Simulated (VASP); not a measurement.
GeSb4Te7, 12 atoms in the cell. Symmetry: P-3m1, No. 164, trigonal system. The conventional cell has a = 4.278 Å, b = 4.278 Å, c = 23.553 Å, α = 90.00°, β = 90.00°, γ = 120.00°. Within 3.9 Å of Ge (site symmetry -3m) lie 6 Te at 2.98 Å. Sb (site symmetry 3m) has 6 Te at 3.01 to 3.16 Å within 4.0 Å. Within 4.0 Å of Sb (site symmetry 3m) lie 6 Te at 3.01 to 3.18 Å. Within 4.0 Å of Te (site symmetry 3m) lie 3 Sb at 3.01 Å and 3 Te at 3.66 Å. Te (site symmetry 3m) has 3 Sb at 3.01 Å and 3 Te at 3.66 Å within 4.0 Å. Te (site symmetry 3m) has 3 Ge at 2.98 Å and 3 Sb at 3.18 Å within 3.9 Å. Within 4.5 Å of Te (site symmetry -3m) lie 6 Sb at 3.16 Å and 12 Te at 4.28 to 4.45 Å. 

| Item | Value |
| --- | --- |
| Program | VASP 6.6.1 |
| Task | single point |
| Functional | PBE |
| Potentials or basis | VASP PAW PBE potentials, release 64 (Ge_d, Sb, Te) |
| Cutoff | 500 eV |
| k mesh | 12 × 12 × 2 |
| Occupations | gaussian, width 0.02 eV |
| Spin | no spin polarisation |
| Dipole correction | no |
| Further INCAR settings | ALGO = Normal; EDIFF = 1e-06; NBANDS = 50 |

Potentials or basis: VASP PAW PBE potentials, release 64 (Ge_d, Sb, Te).

Command:

```sh
$ cat potpaw_PBE.64/Ge_d/POTCAR potpaw_PBE.64/Sb/POTCAR potpaw_PBE.64/Te/POTCAR > POTCAR
$ mpirun -np 1 vasp_std > vasp.out
```

Hardware: 1 thread of Intel(R) Xeon(R) Platinum 8488C (Sapphire Rapids), on a shared host.

How long does it take, and how much memory?

It took 9.9 min on 1 thread of Intel(R) Xeon(R) Platinum 8488C (Sapphire Rapids) (shared host), peak memory 0.81 GiB. Counts: scf iterations 18, k points 38.
